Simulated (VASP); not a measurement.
# CdTe (F-43m) in VASP: further runs

The runs below take CdTe through relaxation of cell and atoms, with r2SCAN.

Everything below comes from runs of VASP 6.6.1. Logs are shortened: lines on timing, memory, paths and dates and some standing lists are left out, and cuts for length are marked.

## (1) The cell of the first run

It takes space group F-43m (No. 216, cubic). The conventional cell has a = 6.556 Å, b = 6.556 Å, c = 6.556 Å, α = 90.00°, β = 90.00°, γ = 90.00°. Within 3.7 Å of Cd (site symmetry -43m) lie 4 Te at 2.84 Å. Te (site symmetry -43m) has 4 Cd at 2.84 Å within 3.7 Å.

## (2) Relaxation of cell and atoms, r2SCAN, target pressure 2 GPa, at which the enthalpy is minimised

POSCAR

```
CdTe
1.0
    0.0000000000      3.2778765323      3.2778765323
    3.2778765323      0.0000000000      3.2778765323
    3.2778765323      3.2778765323      0.0000000000
Cd Te
1 1
Direct
    0.0000000000      0.0000000000      0.0000000000
    0.7500000000      0.7500000000      0.7500000000
```

INCAR.step1

```
SYSTEM = CdTe
  ALGO = Normal
  EDIFF = 1E-4
  ENCUT = 600
  GGA = PE
  ISMEAR = 0
  LASPH = .TRUE.
  LCHARG = .FALSE.
  LREAL = .FALSE.
  LWAVE = .TRUE.
  NELM = 80
  PREC = Accurate
  SIGMA = 0.01
```

INCAR.step2

```
SYSTEM = CdTe
  ALGO = Normal
  EDIFF = 1E-7
  EDIFFG = -0.002
  ENCUT = 600
  IBRION = 2
  ISIF = 3
  ISMEAR = 0
  ISTART = 1
  LASPH = .TRUE.
  LCHARG = .FALSE.
  LMIXTAU = .TRUE.
  LREAL = .FALSE.
  LWAVE = .FALSE.
  METAGGA = R2SCAN
  NELM = 80
  NSW = 100
  PREC = Accurate
  PSTRESS = 20.0
  SIGMA = 0.01
```

KPOINTS

```
k-points
0
G
  8 8 8
  0 0 0
```

Potentials or basis: VASP PAW PBE potentials, release 64 (Cd, Te).

Started as:

```console
$ cat potpaw_PBE.64/Cd/POTCAR potpaw_PBE.64/Te/POTCAR > POTCAR
$ cp INCAR.step1 INCAR
$ mpirun -np 1 vasp_std > vasp.out
$ cp INCAR.step2 INCAR
$ mpirun -np 1 vasp_std > vasp.out
```

OUTCAR:

```text
SYSTEM = CdTe
   EDIFF = 1E-7
   EDIFFG = -0.002
   ENCUT = 600
   IBRION = 2
   ISIF = 3
   ISMEAR = 0
   ISTART = 1
   LASPH = .TRUE.
   LREAL = .FALSE.
   METAGGA = R2SCAN
   NELM = 80
   NSW = 100
   PREC = Accurate
   PSTRESS = 20.0

 ion  position               nearest neighbor table
   1  0.000  0.000  0.000-   2 2.84   2 2.84   2 2.84   2 2.84
   2  0.750  0.750  0.750-   1 2.84   1 2.84   1 2.84   1 2.84

  LATTYP: Found a face centered cubic cell.
 ALAT       =     6.5557530646

  Lattice vectors:

 A1 = (   0.0000000000,   3.2778765323,   3.2778765323)
 A2 = (   3.2778765323,   0.0000000000,   3.2778765323)
 A3 = (   3.2778765323,   3.2778765323,   0.0000000000)

Analysis of symmetry for initial positions (statically):
=====================================================================
 Subroutine PRICEL returns:
 Original cell was already a primitive cell.

 Routine SETGRP: Setting up the symmetry group for a
 face centered cubic supercell.

 Subroutine GETGRP returns: Found 24 space group operations
 (whereof 24 operations were pure point group operations)
 out of a pool of 48 trial point group operations.

The static configuration has the point symmetry T_d .

Analysis of symmetry for dynamics (positions and initial velocities):
=====================================================================
 Subroutine PRICEL returns:
 Original cell was already a primitive cell.

 Routine SETGRP: Setting up the symmetry group for a
 face centered cubic supercell.

 Subroutine GETGRP returns: Found 24 space group operations
 (whereof 24 operations were pure point group operations)
 out of a pool of 48 trial point group operations.

The dynamic configuration has the point symmetry T_d .

 Subroutine INISYM returns: Found 24 space group operations
 (whereof 24 operations are pure point group operations),
 and found     1 'primitive' translations

----------------------------------------------------------------------------------------

                                     Primitive cell

  volume of cell :      70.4381

  direct lattice vectors                    reciprocal lattice vectors
     0.000000000  3.277876532  3.277876532    -0.152537777  0.152537777  0.152537777
     3.277876532  0.000000000  3.277876532     0.152537777 -0.152537777  0.152537777
     3.277876532  3.277876532  0.000000000     0.152537777  0.152537777 -0.152537777

  length of vectors
     4.635617448  4.635617448  4.635617448     0.264203180  0.264203180  0.264203180

  position of ions in fractional coordinates (direct lattice)
     0.000000000  0.000000000  0.000000000
     0.750000000  0.750000000  0.750000000

  ion indices of the primitive-cell ions
   primitive index   ion index
                 1           1
                 2           2

----------------------------------------------------------------------------------------

 KPOINTS: k-points

Automatic generation of k-mesh.
 Grid dimensions read from file:
 generate k-points for:    8    8    8

 Generating k-lattice:

  Cartesian coordinates                     Fractional coordinates (reciprocal lattice)
    -0.019067222  0.019067222  0.019067222     0.125000000  0.000000000  0.000000000
     0.019067222 -0.019067222  0.019067222     0.000000000  0.125000000  0.000000000
     0.019067222  0.019067222 -0.019067222     0.000000000  0.000000000  0.125000000

  Length of vectors
     0.033025398  0.033025398  0.033025398

  Shift w.r.t. Gamma in fractional coordinates (k-lattice)
     0.000000000  0.000000000  0.000000000

 Subroutine IBZKPT returns following result:
 ===========================================

 Found     29 irreducible k-points:

 Following reciprocal coordinates:
            Coordinates               Weight
  0.000000  0.000000  0.000000      1.000000
  0.125000  0.000000  0.000000      8.000000
  0.250000  0.000000  0.000000      8.000000
  0.375000  0.000000  0.000000      8.000000
  0.500000  0.000000  0.000000      4.000000
  0.125000  0.125000  0.000000      6.000000
[... 16 lines left out ...]
  0.500000  0.250000  0.125000     48.000000
 -0.375000  0.250000  0.125000     24.000000
 [... further k-points ...]
   k-points           NKPTS =     29   k-points in BZ     NKDIM =     29   number of bands    NBANDS=     13
   number of dos      NEDOS =    301   number of ions     NIONS =      2
   total plane-waves  NPLWV =  64000
   dimension x,y,z NGX =    40 NGY =   40 NGZ =   40
   dimension x,y,z NGXF=    80 NGYF=   80 NGZF=   80
   ions per type =               1   1
   NGX,Y,Z   is equivalent  to a cutoff of  14.35, 14.35, 14.35 a.u.
   NGXF,Y,Z  is equivalent  to a cutoff of  28.69, 28.69, 28.69 a.u.
 SYSTEM =  CdTe
   PREC   = accura    normal or accurate (medium, high low for compatibility)
   ISTART =      1    job   : 0-new  1-cont  2-samecut
   ICHARG =      0    charge: 1-file 2-atom 10-const
   ISPIN  =      1    spin polarized calculation?
   LNONCOLLINEAR =      F non collinear calculations
   LSORBIT =      F    spin-orbit coupling
   LASPH  =      T    aspherical Exc in radial PAW
   ENCUT  =  600.0 eV  44.10 Ry    6.64 a.u.   9.26  9.26  9.26*2*pi/ulx,y,z
   NELM   =     80;   NELMIN=  2; NELMDL=  0     # of ELM steps
   EDIFF  = 0.1E-06   stopping-criterion for ELM
   LREAL  =      F    real-space projection
   EDIFFG = -.2E-02   stopping-criterion for IOM
   NSW    =    100    number of steps for IOM
   IBRION =      2    ionic relax: 0-MD 1-quasi-New 2-CG
   NFREE  =      1    steps in history (QN), initial steepest desc. (CG)
   ISIF   =      3    stress and relaxation
   ISYM   =      2    0-nonsym 1-usesym 2-fastsym
   POTIM  = 0.5000    time-step for ionic-motion
   TEBEG  =    0.0;   TEEND  =   0.0 temperature during run
   PSTRESS=   20.0 pullay stress
   NELECT =      18.0000    total number of electrons
   NUPDOWN=      -1.0000    fix difference up-down
   EMIN   =  10.00;   EMAX   =-10.00  energy-range for DOS
   EFERMI =   0.00;   METHOD = LEGACY
   ISMEAR =     0;   SIGMA  =   0.01  broadening in eV -4-tet -1-fermi 0-gaus
   EFERMI_NEDOS =   21; number of points for ismear=-14 and -15
   IALGO  =     38    algorithm
   IMIX   =      4    mixing-type and parameters
     AMIX     =   0.40;   BMIX     =  1.00
     AMIX_MAG =   1.60;   BMIX_MAG =  1.00
  volume/ion in A,a.u.               =      35.22       237.67
  Fermi-wavevector in a.u.,A,eV,Ry     =   1.038874  1.963188 14.684226  1.079260
  Thomas-Fermi vector in A             =   2.173379
   LORBIT       =      0    0 simple, 1 ext, 2 COOP (PROOUT), +10 PAW based schemes
   METAGGA = R2SCAN    functional components
   LHFCALC =     F    Hartree Fock is set to
   AEXX    =    0.0000 exact exchange contribution
   IVDW    =     0    specifies the selected vdW correction
   LEPSILON=     F    determine dielectric tensor
   LRPA    =     F    only Hartree local field effects (RPA)
 conjugate gradient relaxation of ions
 non-spin polarized calculation
 Gauss-broadening in eV      SIGMA  =   0.01
  energy-cutoff  :      600.00
  volume of cell :       70.44
 maximum number of plane-waves:      2397
 NGX is ok and might be reduce to    40
   NGX = 19   NGY = 19   NGZ = 19

--------------------------------------- Ionic step        1  -------------------------------------------

 number of electron      17.9999999 magnetization

 Free energy of the ion-electron system (eV)
  ---------------------------------------------------
  ext. energy  EPLUGINS =         0.00000000
  ---------------------------------------------------
  free energy    TOTEN  =       -46.64557561 eV

  energy without entropy =      -46.64557561  energy(sigma->0) =      -46.64557561

------------------------ aborting loop because EDIFF is reached ----------------------------------------

  FORCE on cell =-STRESS in cart. coord.  units (eV):
  Direction    XX          YY          ZZ          XY          YZ          ZX
  --------------------------------------------------------------------------------------
  -------------------------------------------------------------------------------------
  Total        0.0488986      0.0488986      0.0488986      0.0000000      0.0000000     -0.0000000
  in kB        1.1122420      1.1122420      1.1122420      0.0000000      0.0000000     -0.0000000
  external PRESSURE =     -18.8877580 kB  Pullay stress =      20.0000000 kB
[... 93 lines left out ...]
  FREE ENERGIE OF THE ION-ELECTRON SYSTEM (eV)
  ---------------------------------------------------
  free  energy   TOTEN  =       -46.6270941754 eV

  energy  without entropy=      -46.6270941754  energy(sigma->0) =      -46.62709418

  enthalpy is  TOTEN    =       -45.7843223882 eV   P V=        0.8427717872

[... ionic steps 4 to 13 ...]

--------------------------------------- Ionic step       14  -------------------------------------------

 number of electron      17.9999999 magnetization

------------------------ aborting loop because EDIFF is reached ----------------------------------------

  FORCE on cell =-STRESS in cart. coord.  units (eV):
  Direction    XX          YY          ZZ          XY          YZ          ZX
  --------------------------------------------------------------------------------------
  -------------------------------------------------------------------------------------
  Total        0.8334495      0.8334495      0.8334495     -0.0000000     -0.0000000      0.0000000
  in kB       19.7662316     19.7662316     19.7662316     -0.0000000     -0.0000000      0.0000000
  external PRESSURE =      -0.2337684 kB  Pullay stress =      20.0000000 kB
[... 61 lines left out ...]
  enthalpy is  TOTEN    =       -45.7843213306 eV   P V=        0.8431704627

--------------------------------------- Ionic step       16  -------------------------------------------

 number of electron      17.9999999 magnetization

 Free energy of the ion-electron system (eV)
  ---------------------------------------------------
  ext. energy  EPLUGINS =         0.00000000
  ---------------------------------------------------
  free energy    TOTEN  =       -46.62722106 eV

  energy without entropy =      -46.62722106  energy(sigma->0) =      -46.62722106

 E-fermi :   2.2690     XC(G=0):  -9.1410

 val. band max:        2.1734735750   @ k =   0.0000   0.0000   0.0000
 cond. band min:       3.4724227586   @ k =   0.0000   0.0000   0.0000
 fundamental gap:      1.2989491836
 Fermi energy:         2.2690309926

 k-point     1 :       0.0000    0.0000    0.0000
  band No.  band energies     occupation
      1      -9.4026      2.00000
      2      -6.4157      2.00000
      3      -6.4157      2.00000
      4      -6.4157      2.00000
      5      -6.1244      2.00000
      6      -6.1244      2.00000
      7       2.1735      2.00000
      8       2.1735      2.00000
      9       2.1735      2.00000
     10       3.4724      0.00000
     11       7.1971      0.00000
     12       7.1971      0.00000
     13       7.1971      0.00000
[... 353 lines left out ...]
 k-point    24 :      -0.3750    0.2500    0.1250
  band No.  band energies     occupation
      1      -8.9232      2.00000
      2      -6.3166      2.00000
      3      -6.3050      2.00000
      4      -6.1410      2.00000
      5      -6.1184      2.00000
      6      -5.6399      2.00000
      7      -2.1603      2.00000
      8       0.0489      2.00000
      9       0.8598      2.00000
     10       5.8369      0.00000
     11       7.0890      0.00000
     12       8.6098      0.00000
     13       9.8523      0.00000

 [... further k-points ...]
[... 5 lines left out ...]
  --------------------------------------------------------------------------------------
  -------------------------------------------------------------------------------------
  Total        0.8442145      0.8442145      0.8442145     -0.0000000      0.0000000      0.0000000
  in kB       20.0312241     20.0312241     20.0312241     -0.0000000      0.0000000      0.0000000
  external PRESSURE =       0.0312241 kB  Pullay stress =      20.0000000 kB
[... 17 lines left out ...]
  FREE ENERGIE OF THE ION-ELECTRON SYSTEM (eV)
  ---------------------------------------------------
  free  energy   TOTEN  =       -46.6272210588 eV

  energy  without entropy=      -46.6272210588  energy(sigma->0) =      -46.62722106

  enthalpy is  TOTEN    =       -45.7843224766 eV   P V=        0.8428985822

 reached required accuracy - stopping structural energy minimisation
```

Run time: 12 min. Hardware: 1 thread of AMD EPYC 9R45 (Zen 5), shared host; peak memory 0.25 GiB.

Results:

```yaml
Free_energy: -46.6272 eV
Relaxed_volume: 33.76 Å³/atom
Relaxed_cell: a = 4.571 Å, b = 4.571 Å, c = 4.571 Å, α = 60.00°, β = 60.00°, γ = 60.00°
Space_group_after_relaxing_to_0.1_Å: F-43m (No. 216)
Energy_change_on_relaxing_the_run_minimises_the_enthalpy: +9.2 meV/atom
Ionic_steps: 16
Pressure_after_relaxing: 2.0 GPa
Band_gap_on_the_k_mesh: 1.30 eV
```

The path:
| step | energy change (eV) | largest force (eV/Å) | pressure (GPa) | volume (Å³) |
| --- | --- | --- | --- | --- |
| 1 | 0.0000 | 0.0000 | 0.11 | 70.44 |
| 2 | 0.0374 | 0.0000 | 2.95 | 66.29 |
| 3 | 0.0185 | 0.0000 | 2.01 | 67.51 |
| 4 | 0.0178 | 0.0000 | 1.97 | 67.57 |
| 5 | 0.0178 | 0.0000 | 1.97 | 67.57 |
| 6 | 0.0178 | 0.0000 | 1.97 | 67.57 |
| 7 | 0.0178 | 0.0000 | 1.97 | 67.57 |
| 8 | 0.0178 | 0.0000 | 1.97 | 67.57 |
| 9 | 0.0178 | 0.0000 | 1.97 | 67.57 |
| 10 | 0.0178 | 0.0000 | 1.97 | 67.57 |
| 11 | 0.0178 | 0.0000 | 1.97 | 67.57 |
| 12 | 0.0178 | 0.0000 | 1.97 | 67.56 |
| 13 | 0.0179 | 0.0000 | 1.97 | 67.56 |
| 14 | 0.0179 | 0.0000 | 1.98 | 67.56 |
| 15 | 0.0181 | 0.0000 | 1.99 | 67.55 |
| 16 | 0.0184 | 0.0000 | 2.00 | 67.52 |

Final structure:
```
CELL_PARAMETERS angstrom
0.00000 3.23203 3.23203
3.23203 0.00000 3.23203
3.23203 3.23203 0.00000
ATOMIC_POSITIONS crystal
Cd 0.00000 0.00000 0.00000
Te 0.75000 0.75000 0.75000
```

Levels at points of the mesh, in eV from the valence-band top:
```csv
k point,band 6,band 7,band 8,band 9,band 10,band 11,band 12,band 13
"(0.00, 0.00, 0.00)",-8.30,0.00,0.00,0.00,1.30,5.02,5.02,5.02
"(0.50, 0.00, 0.00)",-7.92,-4.55,-0.80,-0.80,2.24,5.58,5.58,7.43
"(0.50, 0.50, 0.00)",-7.76,-4.40,-1.94,-1.94,2.86,2.98,9.52,9.86
```

Caveat: the cell is relaxed towards a set pressure, so the run minimises the enthalpy, not the energy; the PAW data sets were made with another functional, which shifts forces and pressure a little; spin-orbit coupling is left out, which moves the levels of the heavy elements.

(Continued in part 2 of 2.)
